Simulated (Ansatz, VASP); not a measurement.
**AlN: VASP beside Ansatz**

The input INCAR:

```
SYSTEM = AlN
PREC = Accurate
ENCUT = 600
EDIFF = 1E-6
ISMEAR = -1
SIGMA = 0.05
LREAL = .False.
LASPH = .True.
NELM = 60
ALGO = Normal
ISIF = 3
LWAVE = .False.
LCHARG = .False.
GGA = RP
IVDW = 12
IBRION = 2
NSW = 60
EDIFFG = -0.01
```

KPOINTS

```
regular mesh
0
Gamma
  10 10 10
  0 0 0
```

File POSCAR:

```
AlN
1.0
    0.0000000000      2.1839935596      2.1839935596
    2.1839935596      0.0000000000      2.1839935596
    2.1839935596      2.1839935596      0.0000000000
Al N
1 1
Direct
    0.0000000000      0.0000000000      0.0000000000
    0.2500000000      0.2500000000      0.2500000000
```

File input.yaml:

```yaml
crystal:
  lattice:
    - [0.0, 2.1839935596, 2.1839935596]
    - [2.1839935596, 0.0, 2.1839935596]
    - [2.1839935596, 2.1839935596, 0.0]
  atoms:
    - { symbol: Al, position: [0.0, 0.0, 0.0] }
    - { symbol: "N", position: [0.25, 0.25, 0.25] }
hamiltonian:
  xc: rpbe
  pseudopotentials: { kind: paw }
  dispersion: d3bj
kpoints:
  mp_grid: { grid: [10, 10, 10] }
scf:
  occupations: { method: fermi_dirac, width: 0.05 }
output:
  forces: true
  stress: true
  write_density: true
  write_potential: true
  elf: true
  volumetric_format: npy
relax:
  f_tol: 0.01
  max_steps: 40
  cell: { stress_tol: 0.05 }
```

Alike in both runs: task relaxation of cell and atoms; functional RPBE; dispersion D3(BJ); k mesh 10 × 10 × 10; occupations fermi-dirac, width 0.05 eV; no spin polarisation.

|  | VASP | Ansatz |
| --- | --- | --- |
| version | VASP 6.6.1 | Ansatz 0.2.0 |
| potentials or method | VASP PAW PBE potentials, release 64 (Al, N) | Ansatz PAW |
| plane-wave cutoff (eV) | 600 | 420 |
| valence electrons in the cell | 8 | 8 |

Ansatz gave:

```
gap on the k mesh at the Fermi level, each at its own relaxed structure (eV) : 3.40
relaxed volume (Å³/atom)                                                     : 9.79
relaxed cell length with the largest relative difference (Å)                 : 3.025
```

Task: What did VASP give for the same quantities?

Result: gap on the k mesh at the Fermi level, each at its own relaxed structure (eV): 3.39; relaxed volume (Å³/atom): 9.76; relaxed cell length with the largest relative difference (Å): 3.022.

VASP's potentials were made for PBE, not for RPBE.

Noted on Ansatz's run: the plane-wave basis is chosen anew once the cell has moved, so the energies of steps on either side of that aren't comparable.
